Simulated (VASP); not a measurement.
Set up this calculation in VASP 6.6.1, as the native input.

| Property | Result |
| --- | --- |
| Task | single point |
| Functional | PBEsol |
| Potentials or basis | VASP PAW PBE potentials, release 64 (C) |
| Cutoff | 520 eV |
| k mesh | 18 × 18 × 6 |
| Occupations | gaussian, width 0.15 eV |
| Spin | no spin polarisation |
| Dipole correction | no |
| Further INCAR settings | ALGO = Normal; EDIFF = 1e-07; NBANDS = 16 |

The structure of C lies in POSCAR:

```
C
1.0
    2.4587330167      0.0000000000      0.0000000000
   -1.2293665084      2.1293252536      0.0000000000
    0.0000000000      0.0000000000      7.2458067263
C
4
Direct
   -0.0333407926     -0.0666815852      0.0025000000
    0.0333407926      0.0666815852      0.5025000000
    0.2999894372      0.5999788745      0.0025000000
    0.7000105628      0.4000211255      0.5025000000
```

One way to write it, as run:

INCAR

```
SYSTEM = C
PREC     = Accurate       ! precision mode
ENCUT    = 520            ! plane-wave cutoff, eV
EDIFF    = 1E-7           ! SCF threshold, eV
ISMEAR   = 0              ! smearing method
SIGMA    = 0.15           ! smearing width, eV
LREAL    = .False.        ! projectors in reciprocal space
LASPH    = .True.         ! aspherical terms in the spheres
NELM     = 100            ! most SCF steps
ALGO     = Normal         ! electronic algorithm
ISIF     = 2              ! what is computed and relaxed
LWAVE    = .False.        ! write WAVECAR
LCHARG   = .True.         ! write CHGCAR
GGA      = PS             ! functional
LELF     = .True.         ! ELF
LVHAR    = .True.       
NBANDS   = 16             ! bands
```

KPOINTS

```
regular mesh
0
Gamma
  18 18 6
  0 0 0
```

Potentials or basis: VASP PAW PBE potentials, release 64 (C).

Run with:

```sh
$ cat potpaw_PBE.64/C/POTCAR > POTCAR
$ mpirun -np 1 vasp_std > vasp.out
```

Results of the run:

| Quantity | Value |
| --- | --- |
| Pressure | 0.7 GPa |
| Largest force | 0.005 eV/Å |

Caveat: this functional lacks dispersion, which binds the layers, so the pressure and a relaxed spacing across them are unreliable; the PAW data sets were made with another functional, which shifts forces and pressure a little.

Run time: 4 min on 1 thread of Intel Xeon 8259CL, with other jobs on the host, peak memory 0.27 GiB.
